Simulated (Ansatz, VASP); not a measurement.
## Bi in VASP and in Ansatz

```
CELL_PARAMETERS angstrom
-1.72188 2.16276 1.99376
1.72188 -2.16276 1.99376
1.72188 2.16276 -1.99376
ATOMIC_POSITIONS crystal
Bi 0.00000 0.00000 0.00000
```

Change from the starting cell: strain +e along x and -e along y -0.1125, strain +e along z and -e/2 along x and y +0.0175.

Alike in both runs: task single point; functional PBE; dispersion D3(BJ); k mesh 16 × 16 × 16; occupations gaussian, width 0.15 eV; no spin polarisation.

|  | VASP | Ansatz |
| --- | --- | --- |
| version | VASP 6.6.1 | Ansatz 0.2.0 |
| potentials or method | VASP PAW PBE potentials, release 64 (Bi_d), cutoff 520 eV | scalar-relativistic, plane waves, PAW |
| valence electrons in the cell | 15 | 15 |

|  | VASP | Ansatz | Ansatz less VASP |
| --- | --- | --- | --- |
| gap on the k mesh at the Fermi level (eV) | none | none | - |
| pressure (GPa) | 1.5 | 1.5 | +0.04 |
| traceless stress, the component that is largest in VASP (GPa) | -0.87 | -0.88 | -0.003 |

A gap of «none» marks a metal or a gap that the smearing closes.

Spin-orbit coupling is off throughout.
